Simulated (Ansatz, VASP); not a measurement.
## One calculation of Al, two programs

The input POSCAR:

```
Al
1.0
    0.0000000000      2.0207284191      2.0207284191
    2.0207284191      0.0000000000      2.0207284191
    2.0207284191      2.0207284191      0.0000000000
Al
1
Direct
    0.0000000000      0.0000000000      0.0000000000
```

The input INCAR.step1:

```
SYSTEM = Al
  PREC = Accurate
  ENCUT = 550
  ISMEAR = 0
  SIGMA = 0.1
  LREAL = .False.
  LASPH = .True.
  NELM = 120
  NBANDS = 8
  GGA = PE
  ALGO = Normal
  EDIFF = 1E-5
  LWAVE = .True.
  LCHARG = .False.
  GGA_COMPAT = .False.
```

INCAR.step2

```
SYSTEM = Al
  PREC = Accurate
  ENCUT = 550
  EDIFF = 1E-6
  ISMEAR = 0
  SIGMA = 0.1
  LREAL = .False.
  LASPH = .True.
  NELM = 120
  ALGO = Normal
  ISIF = 2
  LWAVE = .False.
  LCHARG = .False.
  METAGGA = R2SCAN
  LMIXTAU = .True.
  NBANDS = 8
  ISTART = 1
  GGA_COMPAT = .False.
```

Contents of KPOINTS:

```
Automatic mesh
0
Gamma
  18 18 18
  0 0 0
```

Input for Ansatz:

```yaml
crystal:
  lattice:
    - [0.0, 2.0207284191, 2.0207284191]
    - [2.0207284191, 0.0, 2.0207284191]
    - [2.0207284191, 2.0207284191, 0.0]
  atoms:
    - { symbol: Al, position: [0.0, 0.0, 0.0] }
basis:
  ecutwfc: 500
kpoints:
  mp_grid: { grid: [18, 18, 18] }
  band_path:
    path:
      - [[0.0, 0.0, 0.0], [0.5, 0.0, 0.5], [0.625, 0.25, 0.625]]
      - [[0.375, 0.375, 0.75], [0.0, 0.0, 0.0], [0.5, 0.5, 0.5], [0.5, 0.25, 0.75], [0.5, 0.0, 0.5]]
    npoints: 14
hamiltonian:
  xc: r2scan
scf:
  occupations: { method: gaussian, width: 0.1 }
  n_extra_bands: 6
output:
  forces: true
  stress: true
  eigenvalues: true
  populations: true
  dos: { projected: true, de: 0.02, nscf_kmesh: { grid: [27, 27, 27] } }
  bader: true
```

Alike in both runs: task single point; functional r2SCAN; k mesh 18 × 18 × 18; occupations gaussian, width 0.1 eV; no spin polarisation.

|  | VASP | Ansatz |
| --- | --- | --- |
| version | VASP 6.6.1 | Ansatz 0.2.0 |
| potentials or method | VASP PAW PBE potentials, release 64 (Al), cutoff 550 eV | scalar-relativistic, plane waves, PAW |
| valence electrons in the cell | 3 | 3 |

```csv
,VASP,Ansatz,Ansatz less VASP
gap on the k mesh at the Fermi level (eV),none,none,-
pressure (GPa),-3.4,-3.1,+0.29
```

VASP's potentials were made for PBE, not for r2SCAN. A gap of «none» marks a metal or a gap that the smearing closes.
